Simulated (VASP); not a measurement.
Here is a VASP 6.6.1 calculation.

The input INCAR:

```
  PREC = Accurate
  ENCUT = 520
  EDIFF = 1E-6
  ISMEAR = 0
  SIGMA = 0.1
  LREAL = F
  LASPH = T
  NELM = 80
  ALGO = Normal
  ISIF = 2
  LWAVE = F
  LCHARG = F
  GGA = PE
  NBANDS = 26
```

Contents of KPOINTS:

```
Automatic mesh
0
Gamma
  4 4 4
```

POSCAR

```
Li2Sc
1.0
    3.0239282721      0.0000000000      0.0000000000
    0.0000000000      8.1398923293      0.0000000000
    0.0000000000      0.0000000000      5.4894910184
Li Sc
4 2
Direct
    0.1753306156      0.1659972013      0.0000000000
    0.8246693844      0.8340027987      0.0000000000
    0.8246693844      0.1659972013      0.5000000000
    0.1753306156      0.8340027987      0.5000000000
    0.5000000000      0.5000000000      0.0000000000
    0.5000000000      0.5000000000      0.5000000000
```

Potentials or basis: VASP PAW PBE potentials, release 64 (Li_sv, Sc_sv).

The run is started by

```sh
$ cat potpaw_PBE.64/Li_sv/POTCAR potpaw_PBE.64/Sc_sv/POTCAR > POTCAR
$ mpirun -np 1 vasp_std > vasp.out
```

Predict the band gap on the k mesh.

zero (band 17 reaches 2.11 eV, above the bottom of band 18 at 0.45 eV).

Predict the largest force.

0.006 eV/Å.

Forces on the atoms (eV/Å):
```
Li   0.005 -0.002  0.000
Li  -0.005  0.002  0.000
Li  -0.005 -0.002  0.000
Li   0.005  0.002  0.000
Sc   0.000  0.000  0.000
Sc   0.000  0.000  0.000
```

Caveat: the k points lie up to 0.52 Å⁻¹ apart.
